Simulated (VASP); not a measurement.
Set up this calculation in VASP 6.6.1, as the native input.

| Property | Result |
| --- | --- |
| Task | single point |
| Functional | LDA |
| Potentials or basis | VASP PAW LDA potentials, release 64 (Ta_sv_GW, N) |
| Cutoff | 600 eV |
| k mesh | 10 × 10 × 10 |
| Occupations | fermi-dirac, width 0.05 eV |
| Spin | no spin polarisation |
| Dipole correction | no |
| Second run | valence_matched |
| Further INCAR settings | ALGO = Normal; EDIFF = 1e-06; NBANDS = 16 |

The structure of TaN lies in POSCAR:

```
TaN
1.0
    0.0000000000      2.2259679500      2.2259679500
    2.2259679500      0.0000000000      2.2259679500
    2.2259679500      2.2259679500      0.0000000000
Ta N
1 1
Direct
    0.5000000000      0.5000000000      0.5000000000
    0.0000000000      0.0000000000      0.0000000000
```

One way to write it, as run:

INCAR

```
SYSTEM = TaN
PREC     = Accurate       ! precision mode
ENCUT    = 600            ! plane-wave cutoff, eV
EDIFF    = 1E-6           ! SCF threshold, eV
ISMEAR   = -1             ! smearing method
SIGMA    = 0.05           ! smearing width, eV
LREAL    = .FALSE.        ! projectors in reciprocal space
LASPH    = .TRUE.         ! aspherical terms in the spheres
NELM     = 120            ! most SCF steps
ALGO     = Normal         ! electronic algorithm
ISIF     = 2              ! what is computed and relaxed
LWAVE    = .FALSE.        ! write WAVECAR
LCHARG   = .FALSE.        ! write CHGCAR
GGA      = CA             ! functional
NBANDS   = 16             ! bands
GGA_COMPAT= .FALSE.
```

KPOINTS

```
Automatic mesh
0
G
  10 10 10
  0 0 0
```

Potentials or basis: VASP PAW LDA potentials, release 64 (Ta_sv_GW, N).

Run with:

```sh
$ cat potpaw_LDA.64/Ta_sv_GW/POTCAR potpaw_LDA.64/N/POTCAR > POTCAR
$ mpirun -np 1 vasp_std > vasp.out
```

It gave:

| Property | Result |
| --- | --- |
| Pressure | -22.0 GPa |
| Band gap on the k mesh | zero (band 9 reaches 14.68 eV, above the bottom of band 10 at 10.89 eV) |

Caveat: spin-orbit coupling is left out, which moves the levels of the heavy elements.

It took 30 s on 1 thread of AMD EPYC 7R13 Processor (Zen 3), on a shared host, peak memory 0.13 GiB.
